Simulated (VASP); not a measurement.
Wanted: the native input for a VASP 6.6.1 run.

| Quantity | Value |
| --- | --- |
| Task | single point |
| Functional | b88 exchange, pbe correlation |
| Potentials or basis | VASP PAW PBE potentials, release 64 (In_d, P) |
| Cutoff | 500 eV |
| k mesh | 8 × 8 × 8 |
| Occupations | fermi-dirac, width 0.05 eV |
| Spin | no spin polarisation |
| Dipole correction | no |
| Further INCAR settings | ALGO = Normal; EDIFF = 1e-06; NBANDS = 16 |

The structure of InP lies in POSCAR:

```
InP
1.0
    0.0000000000      2.8908937935      2.8908937935
    2.8908937935      0.0000000000      2.8908937935
    2.8908937935      2.8908937935      0.0000000000
In P
1 1
Direct
    0.0000000000      0.0000000000      0.0000000000
    0.7500000000      0.7500000000      0.7500000000
```

These files were run (other wordings do the same):

INCAR

```
PREC = Accurate ; ENCUT = 500
EDIFF = 1E-6 ; ISMEAR = -1
SIGMA = 0.05 ; LREAL = F
LASPH = T ; NELM = 120
ALGO = Normal ; ISIF = 2
LWAVE = F ; LCHARG = T
GGA = LIBXC ; LIBXC1 = GGA_X_B88
LIBXC2 = GGA_C_PBE ; LELF = T
LVHAR = T ; NBANDS = 16
GGA_COMPAT = F
```

KPOINTS

```
regular mesh
0
Gamma
  8 8 8
```

Potentials or basis: VASP PAW PBE potentials, release 64 (In_d, P).

Run with:

```bash
$ cat potpaw_PBE.64/In_d/POTCAR potpaw_PBE.64/P/POTCAR > POTCAR
$ mpirun -np 1 vasp_std > vasp.out
```

It gave:

```json
{
 "Pressure": "6.5 GPa",
 "Band gap on the k mesh": "0.91 eV"
}
```

Caveat: the cell stands under pressure; the PAW data sets were made with another functional, which shifts forces and pressure a little; spin-orbit coupling is left out, which moves the levels of the heavy elements.

It took 40 s on 1 thread of AMD EPYC 7R43 64-Core Processor (Zen 3), with other jobs on the host, peak memory 0.14 GiB.
